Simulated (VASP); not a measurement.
Input of a VASP 6.6.1 run:

File INCAR:

```
  PREC = Accurate
  ENCUT = 600
  EDIFF = 1E-7
  ISMEAR = 0
  SIGMA = 0.1
  LREAL = False
  LASPH = True
  NELM = 100
  ALGO = Normal
  ISIF = 3
  LWAVE = False
  LCHARG = False
  GGA = PE
  IBRION = 2
  NSW = 100
  EDIFFG = -0.01
```

KPOINTS

```
Automatic mesh
0
Gamma
  12 12 4
```

Contents of POSCAR:

```
ScIn2N3
1.0
    3.1510451221      0.0000000000      0.0000000000
    0.0000000000      3.1510451221      0.0000000000
    0.0000000000      0.0000000000      8.8891291628
Sc In N
1 2 3
Direct
    0.0000000000      0.0000000000      0.0000000000
    0.5000000000      0.0000000000      0.3626445788
    0.0000000000      0.5000000000      0.6373554212
    0.5000000000      0.0000000000      0.6353419643
    0.0000000000      0.5000000000      0.3646580357
    0.5000000000      0.5000000000      0.0000000000
```

Potentials or basis: VASP PAW PBE potentials, release 64 (Sc_sv, In_d, N).

Launch:

```bash
$ cat potpaw_PBE.64/Sc_sv/POTCAR potpaw_PBE.64/In_d/POTCAR potpaw_PBE.64/N/POTCAR > POTCAR
$ mpirun -np 1 vasp_std > vasp.out
```

Question: Predict the band gap on the k mesh.

Answer: Zero (bands 26 and 27 overlap by 0.23 eV).

Question: Predict the relaxed cell.

Answer: a = 3.154 Å, b = 3.154 Å, c = 8.897 Å, α = 90.00°, β = 90.00°, γ = 90.00°.

Question: Estimate the space group after relaxing (to 0.1 Å).

Answer: P-4m2 (No. 115).

Question: What does it give for the relaxed volume?

Answer: 14.75 Å³/atom.

Final structure:
```
Sc In N
1.0
     3.15374    0.00000    0.00000
     0.00000    3.15374    0.00000
     0.00000    0.00000    8.89720
Sc In N
1 2 3
Direct
  0.00000 0.00000 0.00000
  0.50000 0.00000 0.36247
  0.00000 0.50000 0.63753
  0.50000 0.00000 0.63537
  0.00000 0.50000 0.36463
  0.50000 0.50000 0.00000
```

Caveat: semilocal functionals underestimate gaps, and a narrow one can read as zero; spin-orbit coupling is left out, which moves the levels of the heavy elements.
